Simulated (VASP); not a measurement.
# TaVN2: single point with PBE+D3(BJ)+U

The system is TaVN2.

```xyz
8
Lattice="6.0997 0.0000 0.0000 0.0000 3.0499 0.0000 0.0000 0.0000 4.2961" Properties=species:S:1:pos:R:3 pbc="T T T"
Ta    0.0000    0.0000    0.0000
Ta    3.0499    0.0000    0.0000
V     1.5249    1.5250    2.1481
V     4.5748    1.5250    2.1481
N     0.0000    0.0000    2.1481
N     1.5249    1.5250    0.0000
N     3.0499    0.0000    2.1481
N     4.5748    1.5250    0.0000
```

```
Program             : VASP 6.6.1
Task                : single point
Functional          : PBE
Dispersion          : D3(BJ)
Potentials or basis : VASP PAW PBE potentials, release 64 (Ta_sv_GW, V_sv, N)
Cutoff              : 600 eV
k mesh              : 4 × 7 × 5
Occupations         : fermi-dirac, width 0.05 eV
Spin                : collinear spin, ferromagnetic start
Starting moments    : [0.0, 0.0, 1.8, 1.8, 0.0, 0.0, 0.0, 0.0] μB
Hubbard terms       : V d U = 5.9 eV, J = 0.9 eV
```

- Pressure: 10.9 GPa
- Net moment: 4.97 μB per cell
- Site moments: Ta -0.13; V +2.42; N +0.05, +0.01 (each value once) μB
- Valence electrons inside the program's atomic spheres: Ta 11.63; V 11.61; N 3.77, 3.79 (each value once)
- Dispersion energy per atom: -0.451 eV

Stress tensor (GPa, compression positive):
```
15.09  0.00  0.00
 0.00 15.37  0.00
 0.00  0.00  2.22
```

Levels at points of the mesh, in eV from the Fermi level:
Spin up:
| k point | band 34 | band 35 | band 36 | band 37 | band 38 | band 39 | band 40 | band 41 | band 42 | band 43 |
| --- | --- | --- | --- | --- | --- | --- | --- | --- | --- | --- |
| (0.00, 0.00, 0.00) | -2.38 | -2.27 | -2.26 | -1.81 | -0.98 | -0.20 | 1.20 | 1.20 | 1.50 | 1.79 |
| (0.50, 0.00, 0.00) | -2.26 | -2.15 | -2.15 | -0.94 | -0.94 | -0.56 | -0.56 | 1.61 | 1.61 | 1.87 |
Spin down:
```
           k point  band 31  band 32  band 33  band 34  band 35  band 36  band 37  band 38
(0.00, 0.00, 0.00)    -2.28    -2.17    -2.17    -0.05    -0.05     1.02     1.20     1.67
(0.50, 0.00, 0.00)    -3.27    -3.27    -1.07    -1.07     0.40     0.40     0.75     0.75
```

Eigenvalues of the final occupation matrices:
```csv
site,spin,trace,eigenvalues
site 3 d,1,2.81,0.14 0.15 0.80 0.80 0.91
site 3 d,2,0.42,0.03 0.05 0.05 0.14 0.14
site 4 d,1,2.81,0.14 0.15 0.80 0.80 0.91
site 4 d,2,0.42,0.03 0.05 0.05 0.14 0.14
```

It took 7.1 min on 1 thread of Intel(R) Xeon(R) Platinum 8488C (Sapphire Rapids), with other jobs on the host, peak memory 0.43 GiB.

Caveat: the cell stands under pressure; spin-orbit coupling is left out, which moves the levels of the heavy elements. The state reached can hang on the start; a lower one may exist.
